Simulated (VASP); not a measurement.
A run of VASP 6.6.1:

File INCAR:

```
SYSTEM = Ba3Si
PREC = Accurate
ENCUT = 520
EDIFF = 1E-6
ISMEAR = 0
SIGMA = 0.05
LREAL = .False.
LASPH = .True.
NELM = 60
ALGO = Normal
ISIF = 2
LWAVE = .False.
LCHARG = .False.
GGA = PS
NBANDS = 25
```

KPOINTS

```
regular mesh
0
Gamma
  6 6 6
  0 0 0
```

The input POSCAR:

```
Ba3Si
1.0
    5.3833561179      0.0000000000      0.0000000000
    0.0000000000      5.3833561179      0.0000000000
    0.0000000000      0.0000000000      5.3833561179
Ba Si
3 1
Direct
    0.0000000000      0.5000000000      0.5000000000
    0.5000000000      0.5000000000      0.0000000000
    0.5000000000      0.0000000000      0.5000000000
    0.0000000000      0.0000000000      0.0000000000
```

Potentials or basis: VASP PAW PBE potentials, release 64 (Ba_sv, Si).

Run with:

```console
$ cat potpaw_PBE.64/Ba_sv/POTCAR potpaw_PBE.64/Si/POTCAR > POTCAR
$ mpirun -np 1 vasp_std > vasp.out
```

Hardware: 1 thread of Intel(R) Xeon(R) 6975P-C (Granite Rapids) (shared host).

Task: How long does it take, and how much memory?

Result: Run time: 36 s on 1 thread of Intel(R) Xeon(R) 6975P-C (Granite Rapids), with other jobs on the host, peak memory 0.26 GiB. Counts: scf iterations 13, k points 20.
